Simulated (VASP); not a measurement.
Input of a VASP 6.6.1 run:

POSCAR

```
CsCl
1.0
    4.2029290382      0.0000000000      0.0000000000
    0.0000000000      4.2029290382      0.0000000000
    0.0000000000      0.0000000000      4.2029290382
Cs Cl
1 1
Direct
    0.0000000000      0.0000000000      0.0000000000
    0.5000000000      0.5000000000      0.5000000000
```

The input INCAR.step1:

```
PREC = Accurate
ENCUT = 550
ISMEAR = -1
SIGMA = 0.02
LREAL = F
LASPH = T
NELM = 120
GGA = PE
ALGO = Normal
EDIFF = 1E-5
LWAVE = T
LCHARG = F
GGA_COMPAT = F
IBRION = 2
ISIF = 3
EDIFFG = -0.005
NELMIN = 4
NSW = 100
```

The input INCAR.step2:

```
PREC = Accurate
ENCUT = 550
EDIFF = 1E-7
ISMEAR = -1
SIGMA = 0.02
LREAL = F
LASPH = T
NELM = 120
ALGO = Normal
ISIF = 3
LWAVE = F
LCHARG = F
METAGGA = R2SCAN
LMIXTAU = T
IBRION = 2
NSW = 80
EDIFFG = -0.005
ISTART = 1
GGA_COMPAT = F
NELMIN = 4
```

File KPOINTS:

```
Automatic mesh
0
Gamma
  6 6 6
```

Potentials or basis: VASP PAW PBE potentials, release 64 (Cs_sv, Cl).

Launch:

```sh
$ cat potpaw_PBE.64/Cs_sv/POTCAR potpaw_PBE.64/Cl/POTCAR > POTCAR
$ cp INCAR.step1 INCAR
$ mpirun -np 1 vasp_std > vasp.out
$ cp INCAR.step2 INCAR
$ mpirun -np 1 vasp_std > vasp.out
```

What does it give for the space group after relaxing (to 0.1 Å)?

Pm-3m (No. 221).

Estimate the relaxed volume.

35.62 Å³/atom.

Step by step:
| step | energy change (eV) | largest force (eV/Å) | pressure (GPa) | volume (Å³) |
| --- | --- | --- | --- | --- |
| 1 | 0.0000 | 0.0000 | -0.70 | 74.24 |
| 2 | -0.0057 | 0.0000 | -0.33 | 72.51 |
| 3 | -0.0071 | 0.0000 | -0.02 | 71.23 |

Caveat: the PAW data sets were made with another functional, which shifts forces and pressure a little.
